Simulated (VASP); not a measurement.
# Co (P-3m1) in VASP: further runs

Co is run at these levels: PBEsol, LDA, PBE; tasks: relaxation of cell and atoms, single point.

Program: VASP 6.6.1. These are calculated values, not measurements. Logs are shortened: lines on timing, memory, paths and dates and some standing lists are left out, and cuts for length are marked.

### Step 1. The cell of the first run

The structure is trigonal, space group P-3m1 (No. 164). Conventional cell: a = 2.487 Å, b = 2.487 Å, c = 4.063 Å, α = 90.00°, β = 90.00°, γ = 120.00°. Within 3.2 Å of Co (site symmetry 3m) lie 12 Co at 2.42 to 2.55 Å.

### Step 2. Relaxation of cell and atoms, PBEsol, collinear spin, ferromagnetic start, target pressure 20 GPa, at which the enthalpy is minimised

The input, INCAR:

```
SYSTEM = Co
PREC = Accurate
ENCUT = 600
EDIFF = 1E-6
ISMEAR = -1
SIGMA = 0.05
LREAL = .False.
LASPH = .True.
NELM = 150
ALGO = Normal
ISIF = 3
LWAVE = .False.
LCHARG = .False.
ISPIN = 2
MAGMOM = 2 2
LORBIT = 11
LMAXMIX = 4
GGA = PS
IBRION = 2
NSW = 80
EDIFFG = -0.02
PSTRESS = 200.0
```

The input, KPOINTS:

```
regular mesh
0
Gamma
  12 12 7
  0 0 0
```

The input, POSCAR:

```
Co
1.0
    2.4873648738      0.0000000000      0.0000000000
   -1.2436824369      2.1541211692      0.0000000000
    0.0000000000      0.0000000000      4.0632895034
Co
2
Direct
    0.3333333333      0.6666666667      0.7401390000
    0.6666666667      0.3333333333      0.2598610000
```

Potentials or basis: VASP PAW PBE potentials, release 64 (Co).

On the command line:

```
cat potpaw_PBE.64/Co/POTCAR > POTCAR
mpirun -np 1 vasp_std > vasp.out
```

OUTCAR:

```text
SYSTEM = Co
   PREC = Accurate
   ENCUT = 600
   EDIFF = 1E-6
   ISMEAR = -1
   LREAL = .False.
   LASPH = .True.
   NELM = 150
   ISIF = 3
   ISPIN = 2
   LORBIT = 11
   GGA = PS
   IBRION = 2
   NSW = 80
   EDIFFG = -0.02
   PSTRESS = 200.0

 ion  position               nearest neighbor table
   1  0.333  0.667  0.740-   2 2.42   2 2.42   2 2.42   2 2.55   2 2.55   2 2.55
   2  0.667  0.333  0.260-   1 2.42   1 2.42   1 2.42   1 2.55   1 2.55   1 2.55

  LATTYP: Found a hexagonal cell.
 ALAT       =     2.4873648738
 C/A-ratio  =     1.6335719565

  Lattice vectors:

 A1 = (   2.4873648738,   0.0000000000,   0.0000000000)
 A2 = (  -1.2436824369,   2.1541211692,   0.0000000000)
 A3 = (   0.0000000000,   0.0000000000,   4.0632895034)

Analysis of symmetry for initial positions (statically):
=====================================================================
 Subroutine PRICEL returns:
 Original cell was already a primitive cell.

 Routine SETGRP: Setting up the symmetry group for a
 hexagonal supercell.

 Subroutine GETGRP returns: Found 12 space group operations
 (whereof 12 operations were pure point group operations)
 out of a pool of 24 trial point group operations.

The static configuration has the point symmetry D_3d.

Analysis of symmetry for dynamics (positions and initial velocities):
=====================================================================
 Subroutine PRICEL returns:
 Original cell was already a primitive cell.

 Routine SETGRP: Setting up the symmetry group for a
 hexagonal supercell.

 Subroutine GETGRP returns: Found 12 space group operations
 (whereof 12 operations were pure point group operations)
 out of a pool of 24 trial point group operations.

The dynamic configuration has the point symmetry D_3d.

Analysis of structural, dynamic, and magnetic symmetry:
=====================================================================
 Subroutine PRICEL returns:
 Original cell was already a primitive cell.

 Routine SETGRP: Setting up the symmetry group for a
 hexagonal supercell.

 Subroutine GETGRP returns: Found 12 space group operations
 (whereof 12 operations were pure point group operations)
 out of a pool of 24 trial point group operations.

The overall configuration has the point symmetry D_3d.

 Subroutine INISYM returns: Found 12 space group operations
 (whereof 12 operations are pure point group operations),
 and found     1 'primitive' translations

----------------------------------------------------------------------------------------

                                     Primitive cell

  volume of cell :      21.7715

  direct lattice vectors                    reciprocal lattice vectors
     2.487364874  0.000000000  0.000000000     0.402031889  0.232113220  0.000000000
    -1.243682437  2.154121169  0.000000000     0.000000000  0.464226439  0.000000000
     0.000000000  0.000000000  4.063289503     0.000000000  0.000000000  0.246106018

  length of vectors
     2.487364874  2.487364874  4.063289503     0.464226439  0.464226439  0.246106018

  position of ions in fractional coordinates (direct lattice)
     0.333333333  0.666666667  0.740139000
     0.666666667  0.333333333  0.259861000

  ion indices of the primitive-cell ions
   primitive index   ion index
                 1           1
                 2           2

----------------------------------------------------------------------------------------

 KPOINTS: regular mesh

Automatic generation of k-mesh.
 Grid dimensions read from file:
 generate k-points for:   12   12    7

 Generating k-lattice:

  Cartesian coordinates                     Fractional coordinates (reciprocal lattice)
     0.033502657  0.019342768  0.000000000     0.083333333  0.000000000  0.000000000
     0.000000000  0.038685537  0.000000000     0.000000000  0.083333333  0.000000000
     0.000000000  0.000000000  0.035158003     0.000000000  0.000000000  0.142857143

  Length of vectors
     0.038685537  0.038685537  0.035158003

  Shift w.r.t. Gamma in fractional coordinates (k-lattice)
     0.000000000  0.000000000  0.000000000

 Subroutine IBZKPT returns following result:
 ===========================================

 Found    112 irreducible k-points:

 Following reciprocal coordinates:
            Coordinates               Weight
  0.000000  0.000000  0.000000      1.000000
  0.083333  0.000000  0.000000      6.000000
  0.166667  0.000000  0.000000      6.000000
  0.250000  0.000000  0.000000      6.000000
  0.333333  0.000000  0.000000      6.000000
  0.416667  0.000000  0.000000      6.000000
[... 16 lines left out ...]
  0.166667  0.000000  0.142857      6.000000
  0.000000  0.166667  0.142857      6.000000
 [... further k-points ...]
   k-points           NKPTS =    112   k-points in BZ     NKDIM =    112   number of bands    NBANDS=     15
   number of dos      NEDOS =    301   number of ions     NIONS =      2
   total plane-waves  NPLWV =  12800
   dimension x,y,z NGX =    20 NGY =   20 NGZ =   32
   dimension x,y,z NGXF=    40 NGYF=   40 NGZF=   64
   ions per type =               2
   NGX,Y,Z   is equivalent  to a cutoff of  13.37, 13.37, 13.09 a.u.
   NGXF,Y,Z  is equivalent  to a cutoff of  26.73, 26.73, 26.19 a.u.
 SYSTEM =  Co
   PREC   = accura    normal or accurate (medium, high low for compatibility)
   ISTART =      0    job   : 0-new  1-cont  2-samecut
   ICHARG =      2    charge: 1-file 2-atom 10-const
   ISPIN  =      2    spin polarized calculation?
   LNONCOLLINEAR =      F non collinear calculations
   LSORBIT =      F    spin-orbit coupling
   LASPH  =      T    aspherical Exc in radial PAW
   ENCUT  =  600.0 eV  44.10 Ry    6.64 a.u.   4.97  4.97  8.12*2*pi/ulx,y,z
   NELM   =    150;   NELMIN=  2; NELMDL= -5     # of ELM steps
   EDIFF  = 0.1E-05   stopping-criterion for ELM
   LREAL  =      F    real-space projection
   EDIFFG = -.2E-01   stopping-criterion for IOM
   NSW    =     80    number of steps for IOM
   IBRION =      2    ionic relax: 0-MD 1-quasi-New 2-CG
   NFREE  =      1    steps in history (QN), initial steepest desc. (CG)
   ISIF   =      3    stress and relaxation
   ISYM   =      2    0-nonsym 1-usesym 2-fastsym
   POTIM  = 0.5000    time-step for ionic-motion
   TEBEG  =    0.0;   TEEND  =   0.0 temperature during run
   PSTRESS=  200.0 pullay stress
   NELECT =      18.0000    total number of electrons
   NUPDOWN=      -1.0000    fix difference up-down
   EMIN   =  10.00;   EMAX   =-10.00  energy-range for DOS
   EFERMI =   0.00;   METHOD = LEGACY
   ISMEAR =    -1;   SIGMA  =   0.05  broadening in eV -4-tet -1-fermi 0-gaus
   EFERMI_NEDOS =   21; number of points for ismear=-14 and -15
   IALGO  =     38    algorithm
   IMIX   =      4    mixing-type and parameters
     AMIX     =   0.40;   BMIX     =  1.00
     AMIX_MAG =   1.60;   BMIX_MAG =  1.00
  volume/ion in A,a.u.               =      10.89        73.46
  Fermi-wavevector in a.u.,A,eV,Ry     =   1.536514  2.903591 32.121660  2.360875
  Thomas-Fermi vector in A             =   2.643152
   LORBIT       =     11    0 simple, 1 ext, 2 COOP (PROOUT), +10 PAW based schemes
   GGA     = PS    functional components
   LHFCALC =     F    Hartree Fock is set to
   AEXX    =    0.0000 exact exchange contribution
   IVDW    =     0    specifies the selected vdW correction
   LEPSILON=     F    determine dielectric tensor
   LRPA    =     F    only Hartree local field effects (RPA)
 conjugate gradient relaxation of ions
 spin polarized calculation
  energy-cutoff  :      600.00
  volume of cell :       21.77
 maximum number of plane-waves:       756
   NGX =  9   NGY =  9   NGZ = 17

--------------------------------------- Ionic step        1  -------------------------------------------

 number of electron      17.9999997 magnetization       3.2480291

 Free energy of the ion-electron system (eV)
  ---------------------------------------------------
  ext. energy  EPLUGINS =         0.00000000
  ---------------------------------------------------
  free energy    TOTEN  =       -15.41677342 eV

  energy without entropy =      -15.40142354  energy(sigma->0) =      -15.40909848

------------------------ aborting loop because EDIFF is reached ----------------------------------------

  FORCE on cell =-STRESS in cart. coord.  units (eV):
  Direction    XX          YY          ZZ          XY          YZ          ZX
  --------------------------------------------------------------------------------------
  -------------------------------------------------------------------------------------
  Total       -1.2429383     -1.2429383     -1.6364466      0.0000000      0.0000000      0.0000000
  in kB      -91.4687509    -91.4687509   -120.4273200      0.0000000      0.0000000      0.0000000
  external PRESSURE =    -301.1216073 kB  Pullay stress =     200.0000000 kB
[... 97 lines left out ...]
  energy  without entropy=      -15.3791817254  energy(sigma->0) =      -15.38538375

  enthalpy is  TOTEN    =       -12.9673289309 eV   P V=        2.4242568481

[... ionic steps 4 to 8 ...]

--------------------------------------- Ionic step        9  -------------------------------------------

 number of electron      18.0000003 magnetization       2.9813018

------------------------ aborting loop because EDIFF is reached ----------------------------------------
[... 71 lines left out ...]
--------------------------------------- Ionic step       11  -------------------------------------------

 number of electron      18.0000003 magnetization       2.9813450

 Free energy of the ion-electron system (eV)
  ---------------------------------------------------
  ext. energy  EPLUGINS =         0.00000000
  ---------------------------------------------------
  free energy    TOTEN  =       -15.39657586 eV

  energy without entropy =      -15.38490480  energy(sigma->0) =      -15.39074033

 E-fermi :  11.8593     XC(G=0): -14.3031

 val. band max:       11.8582418491   @ k =   0.0000   0.2500   0.1429
 cond. band min:      11.9005154736   @ k =  -0.0833   0.4167   0.4286
 fundamental gap:      0.0422736245
 Fermi energy:        11.8592748656

 spin component 1

 k-point     1 :       0.0000    0.0000    0.0000
  band No.  band energies     occupation
      1       2.1739      1.00000
      2       6.1289      1.00000
      3       9.1167      1.00000
      4       9.1350      1.00000
      5       9.1350      1.00000
      6       9.5225      1.00000
      7       9.5225      1.00000
      8       9.9450      1.00000
      9       9.9450      1.00000
     10      11.2840      0.99999
     11      11.2840      0.99999
     12      11.6966      0.96278
     13      19.3794      0.00000
     14      34.7749      0.00000
[... 403 lines left out ...]
      4       8.6144      1.00000
      5       9.1564      1.00000
      6       9.4497      1.00000
      7       9.5908      1.00000
      8       9.8470      1.00000
      9      10.0173      1.00000
     10      10.1223      1.00000
     11      11.3683      0.99995
     12      13.9451      0.00000
     13      20.9637      0.00000
     14      29.7395      0.00000
     15      33.8885      0.00000

 [... further k-points ...]

 spin component 2

 k-point     1 :       0.0000    0.0000    0.0000
  band No.  band energies     occupation
      1       2.2563      1.00000
      2       7.0237      1.00000
      3      10.6235      1.00000
      4      10.6262      1.00000
      5      10.6262      1.00000
      6      11.0667      1.00000
      7      11.0667      1.00000
      8      11.5630      0.99734
      9      11.5630      0.99734
     10      11.7489      0.90101
     11      13.0153      0.00000
     12      13.0153      0.00000
     13      20.3696      0.00000
     14      34.6430      0.00000
[... 448 lines left out ...]
  energy  without entropy=      -15.3849047972  energy(sigma->0) =      -15.39074033

  enthalpy is  TOTEN    =       -12.9935787669 eV   P V=        2.4029970908

 reached required accuracy - stopping structural energy minimisation

 total charge

# of ion       s       p       d       tot
------------------------------------------
    1        0.542   0.638   7.354   8.534
    2        0.542   0.638   7.354   8.534
--------------------------------------------------
tot          1.084   1.276  14.708  17.069

 magnetization (x)

# of ion       s       p       d       tot
------------------------------------------
    1       -0.016  -0.051   1.551   1.484
    2       -0.016  -0.051   1.551   1.484
--------------------------------------------------
tot         -0.032  -0.101   3.101   2.968
```

It took 3.4 min on 1 thread of Intel Xeon 6975P-C (Granite Rapids), shared host; peak memory 0.2 GiB.

Results:

- Free energy: -15.3966 eV
- Relaxed volume: 9.63 Å³/atom
- Relaxed cell: a = 2.397 Å, b = 2.397 Å, c = 3.870 Å, α = 90.00°, β = 90.00°, γ = 120.00°
- Space group after relaxing (to 0.1 Å): P6_3/mmc (No. 194)
- Energy change on relaxing (the run minimises the enthalpy): +10.1 meV/atom
- Ionic steps: 11
- Pressure after relaxing: 19.9 GPa
- Net moment: 2.98 μB per cell
- Site moments: Co +1.48 μB
- Valence electrons inside the program's atomic spheres: Co 8.53

The path:
| step | energy change (eV) | largest force (eV/Å) | pressure (GPa) | volume (Å³) |
| --- | --- | --- | --- | --- |
| 1 | 0.0000 | 0.4293 | -10.11 | 21.77 |
| 2 | 1.2443 | 0.9724 | 107.79 | 15.94 |
| 3 | 0.0252 | 0.7401 | 17.89 | 19.42 |
| 4 | 0.0424 | 0.7557 | 20.53 | 19.27 |
| 5 | 0.0484 | 0.7608 | 21.35 | 19.22 |
| 6 | 0.0375 | 0.0455 | 22.27 | 19.12 |
| 7 | 0.0363 | 0.0146 | 22.21 | 19.13 |
| 8 | -0.0020 | 0.0075 | 16.58 | 19.45 |
| 9 | 0.0203 | 0.0062 | 19.96 | 19.25 |
| 10 | 0.0200 | 0.0059 | 19.88 | 19.25 |
| 11 | 0.0202 | 0.0002 | 19.93 | 19.25 |

Final structure:
```xyz
2
Lattice="2.3965 0.0000 0.0000 -1.1983 2.0755 0.0000 0.0000 0.0000 3.8702" Properties=species:S:1:pos:R:3 pbc="T T T"
Co    0.0000    1.3836    2.9026
Co    1.1983    0.6918    0.9675
```

Levels at points of the mesh, in eV from the Fermi level:
Spin up:
```tsv
k point	band 8	band 9	band 10	band 11	band 12	band 13
(0.00, 0.00, 0.00)	-1.91	-1.91	-0.58	-0.58	-0.16	7.52
(0.50, 0.00, 0.00)	-0.42	-0.29	-0.24	1.69	3.98	10.68
```
Spin down:
```
           k point  band 5  band 6  band 7  band 8  band 9  band 10
(0.00, 0.00, 0.00)   -1.23   -0.79   -0.79   -0.30   -0.30    -0.11
(0.50, 0.00, 0.00)   -1.42   -1.28   -0.79    1.31    1.48     1.51
```

Caveat: the cell is relaxed towards a set pressure, so the run minimises the enthalpy, not the energy; the PAW data sets were made with another functional, which shifts forces and pressure a little.

### Step 3. Single point, LDA, collinear spin, ferromagnetic start

The input, INCAR:

```
SYSTEM = Co
PREC     = Accurate       ! precision mode
ENCUT    = 520            ! plane-wave cutoff, eV
EDIFF    = 1E-6           ! SCF threshold, eV
ISMEAR   = -1             ! smearing method
SIGMA    = 0.05           ! smearing width, eV
LREAL    = .FALSE.        ! projectors in reciprocal space
LASPH    = .TRUE.         ! aspherical terms in the spheres
NELM     = 150            ! most SCF steps
ALGO     = Fast           ! electronic algorithm
ISIF     = 2              ! what is computed and relaxed
LWAVE    = .FALSE.        ! write WAVECAR
LCHARG   = .FALSE.        ! write CHGCAR
ISPIN    = 2              ! spin polarisation
MAGMOM   = 2 2            ! initial moments
LORBIT   = 11             ! projections on sites
LMAXMIX  = 4              ! l up to which the mixer works
NBANDS   = 20             ! bands
```

The input, KPOINTS:

```
regular mesh
0
G
  12 12 7
  0 0 0
```

POSCAR is that of step 2.

Potentials or basis: VASP PAW LDA potentials, release 64 (Co).

On the command line:

```
cat potpaw_LDA.64/Co/POTCAR > POTCAR
mpirun -np 1 vasp_std > vasp.out
```

Run time: 91 s. Hardware: 1 thread of Intel Xeon 8259CL, shared host; peak memory 0.17 GiB.

It converged, with:

- Free energy: -16.1163 eV
- Pressure: -18.7 GPa
- Largest force: 0.410 eV/Å
- Net moment: 3.09 μB per cell
- Site moments: Co +1.55 μB
- Valence electrons inside the program's atomic spheres: Co 8.28

Forces on the atoms (eV/Å):
```
Co   0.000  0.000  0.410
Co   0.000  0.000 -0.410
```

Stress tensor (GPa, compression positive):
```
-17.87   0.00   0.00
  0.00 -17.87   0.00
  0.00   0.00 -20.48
```

Levels at points of the mesh, in eV from the Fermi level:
Spin up:
```
           k point  band 8  band 9  band 10  band 11  band 12  band 13  band 14  band 15
(0.00, 0.00, 0.00)   -1.71   -1.71    -0.63    -0.63    -0.15     6.22    22.07    24.62
(0.50, 0.00, 0.00)   -0.49   -0.45    -0.32     1.42     3.42     9.45    10.41    12.63
```
Spin down:
```csv
k point,band 4,band 5,band 6,band 7,band 8,band 9,band 10,band 11
"(0.00, 0.00, 0.00)",-1.03,-1.03,-0.71,-0.71,-0.18,-0.18,0.03,0.98
"(0.50, 0.00, 0.00)",-1.68,-1.15,-1.08,-0.69,1.12,1.20,1.29,2.54
```

Caveat: the cell stands under tension.

(Continued in part 2 of 2.)
